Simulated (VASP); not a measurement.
**Au: relaxation of cell and atoms with r2SCAN**

Crystal: Au.

```
Au
1.0
     0.00000    2.03500    2.03500
     2.03500    0.00000    2.03500
     2.03500    2.03500    0.00000
Au
1
Direct
  0.00000 0.00000 0.00000
```

```json
{
 "Program": "VASP 6.6.1",
 "Task": "relaxation of cell and atoms",
 "Functional": "r2SCAN",
 "Potentials or basis": "VASP PAW PBE potentials, release 64 (Au)",
 "Cutoff": "600 eV",
 "k mesh": "10 × 10 × 10",
 "Occupations": "methfessel-paxton, width 0.1 eV",
 "Spin": "no spin polarisation",
 "Dipole correction": "no",
 "Further INCAR settings": "ALGO = Normal; EDIFF = 1e-07; IBRION = 2; EDIFFG = -0.02; NSW = 60; ISIF = 3"
}
```

```
Relaxed volume                        : 17.65 Å³/atom
Relaxed cell                          : a = 2.923 Å, b = 2.923 Å, c = 2.923 Å, α = 60.00°, β = 60.00°, γ = 60.00°
Space group after relaxing (to 0.1 Å) : Fm-3m (No. 225)
Energy gained by relaxing             : 18.7 meV/atom
Ionic steps                           : 3
Pressure after relaxing               : -0.1 GPa
Band gap on the k mesh                : zero (an odd number of electrons rules out a gap without spin polarisation)
```

The path:
```tsv
step	energy change (eV)	largest force (eV/Å)	pressure (GPa)	volume (Å³)
1	0.0000	0.0000	8.03	16.85
2	0.0243	0.0000	-9.25	19.00
3	-0.0187	0.0000	-0.14	17.65
```

Final structure:
```xyz
1
Lattice="0.0000 2.0667 2.0667 2.0667 0.0000 2.0667 2.0667 2.0667 0.0000" Properties=species:S:1:pos:R:3 pbc="T T T"
Au    0.0000    0.0000    0.0000
```

Levels at points of the mesh, in eV from the Fermi level:
```csv
k point,band 4,band 5,band 6,band 7,band 8,band 9
"(0.00, 0.00, 0.00)",-4.76,-3.32,-3.32,15.36,19.23,19.23
"(0.50, 0.00, 0.00)",-2.14,-2.14,-0.63,2.98,14.83,17.64
"(0.50, 0.50, 0.00)",-1.82,-1.82,1.29,5.71,10.41,10.41
```

Run time: 2.9 min on 1 thread of Intel Xeon 8259CL, with other jobs on the host, peak memory 0.16 GiB.

Caveat: the PAW data sets were made with another functional, which shifts forces and pressure a little; spin-orbit coupling is left out, which moves the levels of the heavy elements. Zero-point motion and thermal expansion aren't in these numbers.
